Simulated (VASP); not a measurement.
# Au (P6_3/mmc) in VASP: a series of runs

Runs on Au. Level: PBEsol. Tasks: relaxation of cell and atoms, single point.

Program: VASP 6.6.1. These are calculated values, not measurements. Logs are shortened: lines on timing, memory, paths and dates and some standing lists are left out, and cuts for length are marked.

## Step 1: The cell of the first run

It takes space group P6_3/mmc (No. 194, hexagonal). The conventional cell has a = 2.849 Å, b = 2.849 Å, c = 4.847 Å, α = 90.00°, β = 90.00°, γ = 120.00°. Au (site symmetry -6m2) has 12 Au at 2.85 to 2.93 Å within 3.8 Å.

## Step 2: Relaxation of cell and atoms, PBEsol

Input file INCAR:

```
  ALGO = Fast
  EDIFF = 1E-6
  EDIFFG = -0.01
  ENCUT = 600
  GGA = PS
  IBRION = 2
  ISIF = 3
  ISMEAR = 0
  LASPH = True
  LCHARG = False
  LREAL = False
  LWAVE = False
  NELM = 100
  NSW = 80
  PREC = Accurate
  SIGMA = 0.1
```

Input file KPOINTS:

```
k-points
0
Gamma
  18 18 10
```

Input file POSCAR:

```
Au
1.0
    2.8489404925      0.0000000000      0.0000000000
   -1.4244702463      2.4672548404      0.0000000000
    0.0000000000      0.0000000000      4.8471863281
Au
2
Direct
    0.3333333333      0.6666666667      0.2500000000
    0.6666666667      0.3333333333      0.7500000000
```

Potentials or basis: VASP PAW PBE potentials, release 64 (Au).

Launch:

```
> cat potpaw_PBE.64/Au/POTCAR > POTCAR
> mpirun -np 1 vasp_std > vasp.out
```

OUTCAR:

```text
EDIFF = 1E-6
   EDIFFG = -0.01
   ENCUT = 600
   GGA = PS
   IBRION = 2
   ISIF = 3
   ISMEAR = 0
   LASPH = True
   LREAL = False
   NELM = 100
   NSW = 80
   PREC = Accurate

 ion  position               nearest neighbor table
   1  0.333  0.667  0.250-   2 2.93   2 2.93   2 2.93   2 2.93   2 2.93   2 2.93
   2  0.667  0.333  0.750-   1 2.93   1 2.93   1 2.93   1 2.93   1 2.93   1 2.93

  LATTYP: Found a hexagonal cell.
 ALAT       =     2.8489404925
 C/A-ratio  =     1.7013996399

  Lattice vectors:

 A1 = (   2.8489404925,   0.0000000000,   0.0000000000)
 A2 = (  -1.4244702463,   2.4672548404,   0.0000000000)
 A3 = (   0.0000000000,   0.0000000000,   4.8471863281)

Analysis of symmetry for initial positions (statically):
=====================================================================
 Subroutine PRICEL returns:
 Original cell was already a primitive cell.

 Routine SETGRP: Setting up the symmetry group for a
 hexagonal supercell.

 Subroutine GETGRP returns: Found 24 space group operations
 (whereof 12 operations were pure point group operations)
 out of a pool of 24 trial point group operations.

The static configuration has the point symmetry D_3d.
 The point group associated with its full space group is D_6h.

Analysis of symmetry for dynamics (positions and initial velocities):
=====================================================================
 Subroutine PRICEL returns:
 Original cell was already a primitive cell.

 Routine SETGRP: Setting up the symmetry group for a
 hexagonal supercell.

 Subroutine GETGRP returns: Found 24 space group operations
 (whereof 12 operations were pure point group operations)
 out of a pool of 24 trial point group operations.

The dynamic configuration has the point symmetry D_3d.
 The point group associated with its full space group is D_6h.

 Subroutine INISYM returns: Found 24 space group operations
 (whereof 12 operations are pure point group operations),
 and found     1 'primitive' translations

----------------------------------------------------------------------------------------

                                     Primitive cell

  volume of cell :      34.0712

  direct lattice vectors                    reciprocal lattice vectors
     2.848940493  0.000000000  0.000000000     0.351007683  0.202654380  0.000000000
    -1.424470246  2.467254840  0.000000000     0.000000000  0.405308760  0.000000000
     0.000000000  0.000000000  4.847186328     0.000000000  0.000000000  0.206305253

  length of vectors
     2.848940493  2.848940493  4.847186328     0.405308760  0.405308760  0.206305253

  position of ions in fractional coordinates (direct lattice)
     0.333333333  0.666666667  0.250000000
     0.666666667  0.333333333  0.750000000

  ion indices of the primitive-cell ions
   primitive index   ion index
                 1           1
                 2           2

----------------------------------------------------------------------------------------

 KPOINTS: k-points

Automatic generation of k-mesh.
 Grid dimensions read from file:
 generate k-points for:   18   18   10

 Generating k-lattice:

  Cartesian coordinates                     Fractional coordinates (reciprocal lattice)
     0.019500427  0.011258577  0.000000000     0.055555556 -0.000000000  0.000000000
     0.000000000  0.022517153  0.000000000     0.000000000  0.055555556  0.000000000
     0.000000000  0.000000000  0.020630525     0.000000000  0.000000000  0.100000000

  Length of vectors
     0.022517153  0.022517153  0.020630525

  Shift w.r.t. Gamma in fractional coordinates (k-lattice)
     0.000000000  0.000000000  0.000000000

 Subroutine IBZKPT returns following result:
 ===========================================

 Found    222 irreducible k-points:

 Following reciprocal coordinates:
            Coordinates               Weight
  0.000000  0.000000  0.000000      1.000000
  0.055556  0.000000  0.000000      6.000000
  0.111111  0.000000  0.000000      6.000000
  0.166667  0.000000  0.000000      6.000000
  0.222222  0.000000  0.000000      6.000000
  0.277778  0.000000  0.000000      6.000000
[... 16 lines left out ...]
  0.333333  0.111111  0.000000     12.000000
  0.388889  0.111111  0.000000     12.000000
 [... further k-points ...]
   k-points           NKPTS =    222   k-points in BZ     NKDIM =    222   number of bands    NBANDS=     15
   number of dos      NEDOS =    301   number of ions     NIONS =      2
   total plane-waves  NPLWV =  23040
   dimension x,y,z NGX =    24 NGY =   24 NGZ =   40
   dimension x,y,z NGXF=    48 NGYF=   48 NGZF=   80
   ions per type =               2
   NGX,Y,Z   is equivalent  to a cutoff of  14.00, 14.00, 13.72 a.u.
   NGXF,Y,Z  is equivalent  to a cutoff of  28.01, 28.01, 27.44 a.u.
 SYSTEM =  unknown system
   PREC   = accura    normal or accurate (medium, high low for compatibility)
   ISTART =      0    job   : 0-new  1-cont  2-samecut
   ICHARG =      2    charge: 1-file 2-atom 10-const
   ISPIN  =      1    spin polarized calculation?
   LNONCOLLINEAR =      F non collinear calculations
   LSORBIT =      F    spin-orbit coupling
   LASPH  =      T    aspherical Exc in radial PAW
   ENCUT  =  600.0 eV  44.10 Ry    6.64 a.u.   5.69  5.69  9.68*2*pi/ulx,y,z
   NELM   =    100;   NELMIN=  2; NELMDL= -5     # of ELM steps
   EDIFF  = 0.1E-05   stopping-criterion for ELM
   LREAL  =      F    real-space projection
   EDIFFG = -.1E-01   stopping-criterion for IOM
   NSW    =     80    number of steps for IOM
   IBRION =      2    ionic relax: 0-MD 1-quasi-New 2-CG
   NFREE  =      1    steps in history (QN), initial steepest desc. (CG)
   ISIF   =      3    stress and relaxation
   ISYM   =      2    0-nonsym 1-usesym 2-fastsym
   POTIM  = 0.5000    time-step for ionic-motion
   TEBEG  =    0.0;   TEEND  =   0.0 temperature during run
   PSTRESS=    0.0 pullay stress
   NELECT =      22.0000    total number of electrons
   NUPDOWN=      -1.0000    fix difference up-down
   EMIN   =  10.00;   EMAX   =-10.00  energy-range for DOS
   EFERMI =   0.00;   METHOD = LEGACY
   ISMEAR =     0;   SIGMA  =   0.10  broadening in eV -4-tet -1-fermi 0-gaus
   EFERMI_NEDOS =   21; number of points for ismear=-14 and -15
   IALGO  =     68    algorithm
   IMIX   =      4    mixing-type and parameters
     AMIX     =   0.40;   BMIX     =  1.00
     AMIX_MAG =   1.60;   BMIX_MAG =  1.00
  volume/ion in A,a.u.               =      17.04       114.96
  Fermi-wavevector in a.u.,A,eV,Ry     =   1.414990  2.673943 27.241538  2.002197
  Thomas-Fermi vector in A             =   2.536475
   LORBIT       =      0    0 simple, 1 ext, 2 COOP (PROOUT), +10 PAW based schemes
   GGA     = PS    functional components
   LHFCALC =     F    Hartree Fock is set to
   AEXX    =    0.0000 exact exchange contribution
   IVDW    =     0    specifies the selected vdW correction
   LEPSILON=     F    determine dielectric tensor
   LRPA    =     F    only Hartree local field effects (RPA)
 conjugate gradient relaxation of ions
 non-spin polarized calculation
 RMM-DIIS sequential band-by-band and
 Gauss-broadening in eV      SIGMA  =   0.10
  energy-cutoff  :      600.00
  volume of cell :       34.07
 maximum number of plane-waves:      1172
 NGX is ok and might be reduce to    24
   NGX = 11   NGY = 11   NGZ = 19

--------------------------------------- Ionic step        1  -------------------------------------------

 number of electron      21.9999999 magnetization

 Free energy of the ion-electron system (eV)
  ---------------------------------------------------
  ext. energy  EPLUGINS =         0.00000000
  ---------------------------------------------------
  free energy    TOTEN  =        -7.82794864 eV

  energy without entropy =       -7.82259144  energy(sigma->0) =       -7.82527004

------------------------ aborting loop because EDIFF is reached ----------------------------------------

  FORCE on cell =-STRESS in cart. coord.  units (eV):
  Direction    XX          YY          ZZ          XY          YZ          ZX
  --------------------------------------------------------------------------------------
  -------------------------------------------------------------------------------------
  Total        0.0602984      0.0602984     -0.1588538     -0.0000000     -0.0000000      0.0000000
  in kB        2.8354966      2.8354966     -7.4700095     -0.0000000     -0.0000000      0.0000000
  external PRESSURE =      -0.5996721 kB  Pullay stress =       0.0000000 kB
[... 165 lines left out ...]
  energy  without entropy=       -7.8243519194  energy(sigma->0) =       -7.82673083

--------------------------------------- Ionic step        6  -------------------------------------------

 number of electron      22.0000003 magnetization

 Free energy of the ion-electron system (eV)
  ---------------------------------------------------
  ext. energy  EPLUGINS =         0.00000000
  ---------------------------------------------------
  free energy    TOTEN  =        -7.82937459 eV

  energy without entropy =       -7.82449045  energy(sigma->0) =       -7.82693252

 E-fermi :   9.2508     XC(G=0): -12.8945

 val. band max:        9.2492479058   @ k =   0.4444   0.0556   0.2000
 cond. band min:       9.2550313172   @ k =   0.2778   0.2222   0.2000
 fundamental gap:      0.0057834114
 Fermi energy:         9.2507895651

 k-point     1 :       0.0000    0.0000    0.0000
  band No.  band energies     occupation
      1      -0.6341      2.00000
      2       1.8795      2.00000
      3       4.4609      2.00000
      4       4.7208      2.00000
      5       4.7208      2.00000
      6       5.0425      2.00000
      7       5.0425      2.00000
      8       5.7172      2.00000
      9       5.7172      2.00000
     10       7.1216      2.00000
     11       7.1216      2.00000
     12       8.1084      2.00000
     13      12.0333      0.00000
     14      23.8255      0.00000
     15      25.0715      0.00000
[... 397 lines left out ...]
 k-point    24 :       0.3889    0.1111    0.0000
  band No.  band energies     occupation
      1       2.6484      2.00000
      2       2.7126      2.00000
      3       3.0388      2.00000
      4       4.6251      2.00000
      5       4.9338      2.00000
      6       5.0084      2.00000
      7       5.2246      2.00000
      8       7.0773      2.00000
      9       7.2531      2.00000
     10       7.3693      2.00000
     11       9.1906      1.60502
     12      12.1510      0.00000
     13      14.5904      0.00000
     14      16.6569      0.00000
     15      17.1582      0.00000

 [... further k-points ...]
[... 5 lines left out ...]
  --------------------------------------------------------------------------------------
  -------------------------------------------------------------------------------------
  Total        0.0018439      0.0018439     -0.0048990     -0.0000000      0.0000000      0.0000000
  in kB        0.0868224      0.0868224     -0.2306720     -0.0000000      0.0000000      0.0000000
  external PRESSURE =      -0.0190091 kB  Pullay stress =       0.0000000 kB
[... 17 lines left out ...]
  FREE ENERGIE OF THE ION-ELECTRON SYSTEM (eV)
  ---------------------------------------------------
  free  energy   TOTEN  =        -7.8293745926 eV

  energy  without entropy=       -7.8244904477  energy(sigma->0) =       -7.82693252

 reached required accuracy - stopping structural energy minimisation
```

Run time: 7.1 min. Hardware: 1 thread of Intel Xeon 8259CL, shared host; peak memory 0.27 GiB.

Results:

```
Free energy                            : -7.8294 eV
Relaxed volume                         : 17.01 Å³/atom
Relaxed cell                           : a = 2.865 Å, b = 2.865 Å, c = 4.788 Å, α = 90.00°, β = 90.00°, γ = 120.00°
Space group after relaxing (to 0.05 Å) : P6_3/mmc (No. 194)
Energy gained by relaxing              : 0.7 meV/atom
Ionic steps                            : 6
Pressure after relaxing                : 0.0 GPa
Band gap on the k mesh                 : zero (band 11 reaches 13.58 eV, above the bottom of band 12 at 6.66 eV)
```

Step by step:
```tsv
step	energy change (eV)	largest force (eV/Å)	pressure (GPa)	volume (Å³)
1	0.0000	0.0000	-0.06	34.07
2	-0.0007	0.0000	0.00	34.04
3	-0.0013	0.0000	0.35	33.95
4	-0.0014	0.0000	0.26	33.97
5	-0.0012	0.0000	-0.67	34.15
6	-0.0014	0.0000	0.00	34.03
```

Final structure:
```
CELL_PARAMETERS angstrom
2.86475 0.00000 0.00000
-1.43238 2.48095 0.00000
0.00000 0.00000 4.78763
ATOMIC_POSITIONS crystal
Au 0.33333 0.66667 0.25000
Au 0.66667 0.33333 0.75000
```

Caveat: the PAW data sets were made with another functional, which shifts forces and pressure a little; spin-orbit coupling is left out, which moves the levels of the heavy elements.

## Step 3: Single point, PBEsol

This run uses another cell than the first one, of 12.03 Å³/atom, 0.706 times its volume.

Input file INCAR:

```
SYSTEM = Au
  PREC = Accurate
  ENCUT = 520
  EDIFF = 1E-7
  ISMEAR = 0
  SIGMA = 0.1
  LREAL = .FALSE.
  LASPH = .TRUE.
  NELM = 80
  ALGO = Normal
  ISIF = 2
  LWAVE = .FALSE.
  LCHARG = .FALSE.
  GGA = PS
  NBANDS = 18
```

Input file KPOINTS:

```
regular mesh
0
G
  12 12 4
  0 0 0
```

Input file POSCAR:

```
Au
1.0
    2.5718365546      0.0000000000      0.0000000000
   -1.2859182773      2.2272757907      0.0000000000
    0.0000000000      0.0000000000      4.2002153116
Au
2
Direct
    0.3333333333      0.6666666667      0.2500000000
    0.6666666667      0.3333333333      0.7500000000
```

Potentials or basis: VASP PAW PBE potentials, release 64 (Au).

Launch:

```
> cat potpaw_PBE.64/Au/POTCAR > POTCAR
> mpirun -np 1 vasp_std > vasp.out
```

Run time: 9.2 s. Hardware: 1 thread of AMD EPYC 9R45 (Zen 5), shared host; peak memory 0.12 GiB.

Results (log left out):

| Quantity | Value |
| --- | --- |
| Free energy | -4.4005 eV |
| Pressure | 159.9 GPa |
| Band gap on the k mesh | zero (band 11 reaches 22.07 eV, above the bottom of band 12 at 12.90 eV) |

Stress tensor (GPa, compression positive):
```
157.12   0.00   0.00
  0.00 157.12   0.00
  0.00   0.00 165.47
```

Levels at points of the mesh, in eV from the Fermi level:
| k point | band 8 | band 9 | band 10 | band 11 | band 12 | band 13 | band 14 | band 15 |
| --- | --- | --- | --- | --- | --- | --- | --- | --- |
| (0.00, 0.00, 0.00) | -5.64 | -5.64 | -3.05 | -2.91 | -2.91 | 5.11 | 13.18 | 15.29 |
| (0.50, 0.00, 0.00) | -2.44 | -2.23 | -2.02 | 0.37 | 2.26 | 6.85 | 8.89 | 10.17 |
| (0.00, 0.00, 0.50) | -7.35 | -3.71 | -3.71 | -3.71 | -3.71 | 12.42 | 12.42 | 15.12 |
| (0.50, 0.00, 0.50) | -3.76 | -2.19 | -2.19 | -0.39 | -0.39 | 6.02 | 6.02 | 14.57 |

Caveat: the k points lie up to 0.37 Å⁻¹ apart; the PAW data sets were made with another functional, which shifts forces and pressure a little; spin-orbit coupling is left out, which moves the levels of the heavy elements.
